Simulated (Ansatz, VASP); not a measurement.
# Cu in VASP and in Ansatz

The input INCAR:

```
SYSTEM = Cu
PREC     = Accurate       ! precision mode
ENCUT    = 600            ! plane-wave cutoff, eV
EDIFF    = 1E-6           ! SCF threshold, eV
ISMEAR   = -1             ! smearing method
SIGMA    = 0.06122561905347299 ! smearing width, eV
LREAL    = .FALSE.        ! projectors in reciprocal space
LASPH    = .TRUE.         ! aspherical terms in the spheres
NELM     = 120            ! most SCF steps
ALGO     = Normal         ! electronic algorithm
ISIF     = 2              ! what is computed and relaxed
LWAVE    = .FALSE.        ! write WAVECAR
LCHARG   = .FALSE.        ! write CHGCAR
GGA      = PE             ! functional
NBANDS   = 12             ! bands
GGA_COMPAT= .FALSE.
```

File KPOINTS:

```
Automatic mesh
0
G
  12 12 12
  0 0 0
```

File POSCAR:

```
Cu
1.0
    0.0000000000      1.8147046498      1.8147046498
    1.8147046498      0.0000000000      1.8147046498
    1.8147046498      1.8147046498      0.0000000000
Cu
1
Direct
    0.0000000000      0.0000000000      0.0000000000
```

Input for Ansatz:

```yaml
crystal:
  atoms:
  - position: [0.0, 0.0, 0.0]
    symbol: Cu
  lattice:
  - [0.0, 1.8147046498087778, 1.8147046498087778]
  - [1.8147046498087778, 0.0, 1.8147046498087778]
  - [1.8147046498087778, 1.8147046498087778, 0.0]
hamiltonian:
  dispersion: none
  pseudopotentials:
    dirac_shells:
      Cu: [2p]
    kind: all_electron
    lapw: {}
    relativity: scalar
  xc: pbe
kpoints:
  mp_grid:
    grid: [12, 12, 12]
    shift: [0, 0, 0]
magnetization: {spin_polarized: false}
output: {forces: true, stress: true}
scf:
  occupations: {method: fermi_dirac, width: 0.06122561905347299}
```

Alike in both runs: task single point; functional PBE; k mesh 12 × 12 × 12; occupations fermi-dirac, width 0.0612256 eV; no spin polarisation.

|  | VASP | Ansatz |
| --- | --- | --- |
| version | VASP 6.6.1 | Ansatz 0.2 development build |
| potentials or method | VASP PAW PBE potentials, release 64 (Cu), cutoff 600 eV | all-electron full-potential LAPW, scalar-relativistic |

Ansatz gave:

| Item | Value |
| --- | --- |
| pressure (GPa) | -0.1 |

Task: What did VASP give for the same quantities?

Result: Pressure (GPa): 0.6.

Ansatz ran all-electron here, and VASP with PAW potentials.
